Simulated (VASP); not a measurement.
Input of a VASP 6.6.1 run:

INCAR

```
PREC = Accurate ; ENCUT = 500
EDIFF = 1E-6 ; ISMEAR = 0
SIGMA = 0.01 ; LREAL = False
LASPH = True ; NELM = 120
ALGO = Normal ; ISIF = 2
LWAVE = False ; LCHARG = False
GGA = PE ; NBANDS = 11
ISYM = 0 ; GGA_COMPAT = False
```

Contents of KPOINTS:

```
Automatic mesh
0
Gamma
  6 6 6
  0 0 0.5
```

Contents of POSCAR:

```
BAs
1.0
    0.0000000000      2.3918676044      2.3918676044
    2.3918676044      0.0000000000      2.3918676044
    2.3918676044      2.3918676044      0.0000000000
B As
1 1
Direct
    0.0000000000      0.0000000000      0.0000000000
    0.2500000000      0.2500000000      0.2500000000
```

Potentials or basis: VASP PAW PBE potentials, release 64 (B, As).

Run with:

```console
$ cat potpaw_PBE.64/B/POTCAR potpaw_PBE.64/As/POTCAR > POTCAR
$ mpirun -np 1 vasp_std > vasp.out
```

Question: What does it give for the pressure?

Answer: 2.8 GPa.

Question: What does it give for the band gap on the k mesh?

Answer: 1.71 eV (least direct gap 3.63 eV).

Caveat: a shifted mesh leaves out Γ, where band edges can lie. A k mesh can miss the band edges.
